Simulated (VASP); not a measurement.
# CaS (Fm-3m) in VASP: a series of runs, part 2 of 2

VASP 6.6.1.

### 5 Relaxation of cell and atoms, PBE

This run uses another cell than the first one, of 23.56 Å³/atom, 1.014 times its volume.

INCAR reads:

```
SYSTEM = CaS
PREC     = Accurate       ! precision mode
ENCUT    = 500            ! plane-wave cutoff, eV
EDIFF    = 1E-7           ! SCF threshold, eV
ISMEAR   = 0              ! smearing method
SIGMA    = 0.15           ! smearing width, eV
LREAL    = .FALSE.        ! projectors in reciprocal space
LASPH    = .TRUE.         ! aspherical terms in the spheres
NELM     = 120            ! most SCF steps
ALGO     = Normal         ! electronic algorithm
ISIF     = 3              ! what is computed and relaxed
LWAVE    = .FALSE.        ! write WAVECAR
LCHARG   = .FALSE.        ! write CHGCAR
GGA      = PE             ! functional
IBRION   = 2              ! ionic algorithm
NSW      = 36             ! ionic steps
EDIFFG   = -0.08          ! ionic threshold
GGA_COMPAT= .FALSE.      
NELMIN   = 4
```

KPOINTS reads:

```
Automatic mesh
0
G
  4 4 4
  0 0 0
```

POSCAR reads:

```
CaS
1.0
    0.0000000000      2.8666993600      2.8666993600
    2.8666993600      0.0000000000      2.8666993600
    2.8666993600      2.8666993600      0.0000000000
Ca S
1 1
Direct
    0.5000000000      0.5000000000      0.5000000000
    0.0000000000      0.0000000000      0.0000000000
```

Run with:

```bash
$ cat potpaw_PBE.64/Ca_sv/POTCAR potpaw_PBE.64/S/POTCAR > POTCAR
$ mpirun -np 1 vasp_std > vasp.out
```

Wall time 7.5 s (1 thread of AMD EPYC 7R43 (Zen 3), shared host); peak memory 0.13 GiB.

The run converged. Its results:

```yaml
Free_energy: -10.3540 eV
Pressure_after_relaxing: -0.4 GPa
Band_gap_on_the_k_mesh: 2.39 eV, indirect (least direct gap 3.19 eV)
```

Final structure:
```yaml
crystal:
  lattice:
    - [0.00000, 2.86670, 2.86670]
    - [2.86670, 0.00000, 2.86670]
    - [2.86670, 2.86670, 0.00000]
  atoms:
    - { symbol: Ca, position: [0.50000, 0.50000, 0.50000] }
    - { symbol: S, position: [0.00000, 0.00000, 0.00000] }
```

Levels at points of the mesh, in eV from the valence-band top:
```tsv
k point	band 4	band 5	band 6	band 7	band 8	band 9	band 10	band 11	band 12
(0.00, 0.00, 0.00)	-20.26	-11.26	0.00	0.00	0.00	4.02	4.16	4.16	4.16
(0.50, 0.00, 0.00)	-20.27	-10.49	-3.03	-1.12	-1.12	5.17	5.98	6.12	6.12
(0.50, 0.50, 0.00)	-20.30	-10.66	-2.24	-0.79	-0.79	2.39	5.55	5.91	6.67
```

Caveat: the k points lie up to 0.47 Å⁻¹ apart in the final cell; the relaxation stopped at its first step, so nothing moved. A k mesh can miss the band edges.

### 6 Relaxation of cell and atoms, PBE

This run uses another cell than the first one, of 24.87 Å³/atom, 1.070 times its volume.

INCAR reads:

```
SYSTEM = CaS
ALGO     = Normal         ! electronic algorithm
EDIFF    = 1E-7           ! SCF threshold, eV
EDIFFG   = -0.08          ! ionic threshold
ENCUT    = 500            ! plane-wave cutoff, eV
GGA      = PE             ! functional
GGA_COMPAT= .False.      
IBRION   = 2              ! ionic algorithm
ISIF     = 3              ! what is computed and relaxed
ISMEAR   = 0              ! smearing method
LASPH    = .True.         ! aspherical terms in the spheres
LCHARG   = .False.        ! write CHGCAR
LREAL    = .False.        ! projectors in reciprocal space
LWAVE    = .False.        ! write WAVECAR
NELM     = 120            ! most SCF steps
NELMIN   = 4            
NSW      = 36             ! ionic steps
PREC     = Accurate       ! precision mode
SIGMA    = 0.15           ! smearing width, eV
```

KPOINTS reads:

```
k-points
0
Gamma
  4 4 4
  0 0 0
```

POSCAR reads:

```
CaS
1.0
    0.0000000000      2.9187465100      2.9187465100
    2.9187465100      0.0000000000      2.9187465100
    2.9187465100      2.9187465100      0.0000000000
Ca S
1 1
Direct
    0.0000000000      0.0000000000      0.0000000000
    0.5000000000      0.5000000000      0.5000000000
```

Potentials or basis: VASP PAW PBE potentials, release 64 (Ca_sv, S).

Run with:

```bash
$ cat potpaw_PBE.64/Ca_sv/POTCAR potpaw_PBE.64/S/POTCAR > POTCAR
$ mpirun -np 1 vasp_std > vasp.out
```

OUTCAR:

```text
SYSTEM = CaS
   EDIFF = 1E-7
   EDIFFG = -0.08
   ENCUT = 500
   GGA = PE
   IBRION = 2
   ISIF = 3
   ISMEAR = 0
   LASPH = .True.
   LREAL = .False.
   NELM = 120
   NELMIN = 4
   NSW = 36
   PREC = Accurate

 ion  position               nearest neighbor table
   1  0.000  0.000  0.000-   2 2.92   2 2.92   2 2.92   2 2.92   2 2.92   2 2.92
   2  0.500  0.500  0.500-   1 2.92   1 2.92   1 2.92   1 2.92   1 2.92   1 2.92

  LATTYP: Found a face centered cubic cell.
 ALAT       =     5.8374930200

  Lattice vectors:

 A1 = (   0.0000000000,   2.9187465100,   2.9187465100)
 A2 = (   2.9187465100,   0.0000000000,   2.9187465100)
 A3 = (   2.9187465100,   2.9187465100,   0.0000000000)

Analysis of symmetry for initial positions (statically):
=====================================================================
 Subroutine PRICEL returns:
 Original cell was already a primitive cell.

 Routine SETGRP: Setting up the symmetry group for a
 face centered cubic supercell.

 Subroutine GETGRP returns: Found 48 space group operations
 (whereof 48 operations were pure point group operations)
[... 207 lines left out ...]
      5      -8.6030      2.00000
      6       2.7080      2.00000
      7       2.7080      2.00000
      8       2.7080      2.00000
      9       6.8253      0.00000
     10       6.8631      0.00000
     11       6.8631      0.00000
     12       6.8631      0.00000
[... 91 lines left out ...]
 k-point     8 :      -0.2500    0.5000    0.2500
  band No.  band energies     occupation
      1     -36.5038      2.00000
      2     -17.5817      2.00000
      3     -17.5817      2.00000
      4     -17.5553      2.00000
      5      -7.8684      2.00000
      6       0.9336      2.00000
      7       0.9336      2.00000
      8       1.1651      2.00000
      9       7.5214      0.00000
     10       7.5214      0.00000
     11       8.6838      0.00000
     12       9.1066      0.00000

------------------------ aborting loop because EDIFF is reached ----------------------------------------

  FORCE on cell =-STRESS in cart. coord.  units (eV):
  Direction    XX          YY          ZZ          XY          YZ          ZX
  --------------------------------------------------------------------------------------
  -------------------------------------------------------------------------------------
  Total        0.1499906      0.1499906      0.1499906      0.0000000      0.0000000      0.0000000
  in kB        5.1820739      5.1820739      5.1820739      0.0000000      0.0000000      0.0000000
  external PRESSURE =       5.1820739 kB  Pullay stress =       0.0000000 kB

 VOLUME and BASIS-vectors are now :
 -----------------------------------------------------------------------------
  energy-cutoff  :      500.00
  volume of cell :       46.37
      direct lattice vectors                 reciprocal lattice vectors
     0.000000000  2.851545578  2.851545578    -0.175343506  0.175343506  0.175343506
     2.851545578  0.000000000  2.851545578     0.175343506 -0.175343506  0.175343506
     2.851545578  2.851545578 -0.000000000     0.175343506  0.175343506 -0.175343506

 POSITION                                       TOTAL-FORCE (eV/Angst)
 -----------------------------------------------------------------------------------
      2.85155      2.85155      5.70309        -0.000000     -0.000000     -0.000000
      2.85155      2.85155      2.85155         0.000000      0.000000      0.000000
 -----------------------------------------------------------------------------------
    total drift:                                0.000000      0.000000      0.000000

  FREE ENERGIE OF THE ION-ELECTRON SYSTEM (eV)
  ---------------------------------------------------
  free  energy   TOTEN  =       -10.3546654741 eV

  energy  without entropy=      -10.3546654741  energy(sigma->0) =      -10.35466547

 reached required accuracy - stopping structural energy minimisation
```

CONTCAR:

```text
CaS
   1.00000000000000
     0.0000000000000000    2.8515455784804398    2.8515455784804398
     2.8515455784804398    0.0000000000000000    2.8515455784804398
     2.8515455784804398    2.8515455784804398   -0.0000000000000000
  Ca              S
     1     1
Direct
     1.0000000000000000    1.0000000000000000    0.0000000000000000
     0.5000000000000000    0.5000000000000000    0.5000000000000000

  0.00000000E+00  0.00000000E+00  0.00000000E+00
  0.00000000E+00  0.00000000E+00  0.00000000E+00
```

Run time: 14 s. Hardware: 1 thread of AMD EPYC 7R43 (Zen 3), shared host; peak memory 0.13 GiB.

Results:

```
Free energy                            : -10.3547 eV
Relaxed volume                         : 23.19 Å³/atom
Relaxed cell                           : a = 4.033 Å, b = 4.033 Å, c = 4.033 Å, α = 60.00°, β = 60.00°, γ = 60.00°
Space group after relaxing (to 0.05 Å) : Fm-3m (No. 225)
Energy gained by relaxing              : 14.6 meV/atom
Ionic steps                            : 2
Pressure after relaxing                : 0.5 GPa
Band gap on the k mesh                 : 2.36 eV, indirect (least direct gap 3.16 eV)
```

The path:
| step | energy change (eV) | largest force (eV/Å) | pressure (GPa) | volume (Å³) |
| --- | --- | --- | --- | --- |
| 1 | 0.0000 | 0.0000 | -3.08 | 49.73 |
| 2 | -0.0291 | 0.0000 | 0.52 | 46.37 |

Final structure:
```
Ca S
1.0
     0.00000    2.85155    2.85155
     2.85155    0.00000    2.85155
     2.85155    2.85155    0.00000
Ca S
1 1
Direct
  0.00000 0.00000 0.00000
  0.50000 0.50000 0.50000
```

Caveat: the k points lie up to 0.48 Å⁻¹ apart in the final cell. A k mesh can miss the band edges.

### 7 Summary

```csv
task,cell,k mesh,smearing,gap on the mesh (eV),pressure (GPa)
single point,"a = 4.035 Å, angles 60.0°, 2 atoms",6 × 6 × 6,gaussian 0.1 eV,2.37,0.3
single point,"a = 4.021 Å, angles 60.0°, 2 atoms",6 × 6 × 6,gaussian 0.1 eV,2.35,1.0
relaxation of cell and atoms,"relaxed from a = 4.054 Å, angles 60.0°, 2 atoms",4 × 4 × 4,gaussian 0.15 eV,2.39,-0.4
relaxation of cell and atoms,"relaxed from a = 4.128 Å, angles 60.0°, 2 atoms",4 × 4 × 4,gaussian 0.15 eV,2.36,0.5
```

Alike in all rows: level PBE; potentials or basis VASP PAW PBE potentials, release 64 (Ca_sv, S); no spin polarisation; cutoff (eV) 500.

Caveats: some runs use coarse meshes; the relaxation stopped at its first step, so nothing moved (some runs).

Total energies depend on the potentials used, so only differences within one code and one set of settings carry meaning.
